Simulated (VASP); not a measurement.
Here is a VASP 6.6.1 calculation.

File POSCAR:

```
BeS
1.0
    0.0000000000      2.4343062304      2.4343062304
    2.4343062304      0.0000000000      2.4343062304
    2.4343062304      2.4343062304      0.0000000000
Be S
1 1
Direct
    0.0000000000      0.0000000000      0.0000000000
    0.2500000000      0.2500000000      0.2500000000
```

INCAR.step1

```
SYSTEM = BeS
PREC     = Accurate       ! precision mode
ENCUT    = 500            ! plane-wave cutoff, eV
EDIFF    = 1E-8           ! SCF threshold, eV
ISMEAR   = 0              ! smearing method
SIGMA    = 0.01           ! smearing width, eV
LREAL    = .FALSE.        ! projectors in reciprocal space
LASPH    = .TRUE.         ! aspherical terms in the spheres
NELM     = 100            ! most SCF steps
ALGO     = Normal         ! electronic algorithm
LWAVE    = .TRUE.         ! write WAVECAR
LCHARG   = .FALSE.        ! write CHGCAR
GGA      = PE             ! functional
```

File INCAR.step2:

```
SYSTEM = BeS
PREC     = Accurate       ! precision mode
ENCUT    = 500            ! plane-wave cutoff, eV
EDIFF    = 1E-8           ! SCF threshold, eV
ISMEAR   = 0              ! smearing method
SIGMA    = 0.01           ! smearing width, eV
LREAL    = .FALSE.        ! projectors in reciprocal space
LASPH    = .TRUE.         ! aspherical terms in the spheres
NELM     = 1              ! most SCF steps
ALGO     = Exact          ! electronic algorithm
LWAVE    = .TRUE.         ! write WAVECAR
LCHARG   = .FALSE.        ! write CHGCAR
GGA      = PE             ! functional
NBANDS   = 64             ! bands
LOPTICS  = .TRUE.         ! frequency-dependent dielectric function
ISTART   = 1
```

File INCAR.step3:

```
SYSTEM = BeS
PREC     = Accurate       ! precision mode
ENCUT    = 500            ! plane-wave cutoff, eV
EDIFF    = 1E-8           ! SCF threshold, eV
ISMEAR   = 0              ! smearing method
SIGMA    = 0.01           ! smearing width, eV
LREAL    = .FALSE.        ! projectors in reciprocal space
LASPH    = .TRUE.         ! aspherical terms in the spheres
ALGO     = EVGW0          ! electronic algorithm
LWAVE    = .FALSE.        ! write WAVECAR
LCHARG   = .FALSE.        ! write CHGCAR
GGA      = PE             ! functional
NELMGW   = 1            
NBANDS   = 64             ! bands
ENCUTGW  = 80.0           ! cutoff of the response function
NOMEGA   = 48             ! frequency points
PRECFOCK = Fast         
ISTART   = 1            
NBANDSGW = 12
```

The input KPOINTS:

```
Automatic mesh
0
G
  4 4 4
  0 0 0
```

Potentials or basis: VASP PAW PBE potentials, release 64 (Be_GW, S_GW).

Run with:

```sh
$ cat potpaw_PBE.64/Be_GW/POTCAR potpaw_PBE.64/S_GW/POTCAR > POTCAR
$ cp INCAR.step1 INCAR
$ mpirun -np 1 vasp_std > vasp.out
$ cp INCAR.step2 INCAR
$ mpirun -np 1 vasp_std > vasp.out
$ cp INCAR.step3 INCAR
$ mpirun -np 1 vasp_std > vasp.out
```

Q: Estimate the quasiparticle gap.

A: 4.19 eV.

Q: Estimate the least direct quasiparticle gap.

A: 7.04 eV.

Q: Predict the band gap on the k mesh, mean-field level.

A: 3.12 eV, indirect (least direct gap 5.64 eV).

Caveat: the k points lie up to 0.56 Å⁻¹ apart; bands, screening cutoff and mesh are small and nothing is extrapolated, so the quasiparticle values aren't converged. A k mesh can miss the band edges.
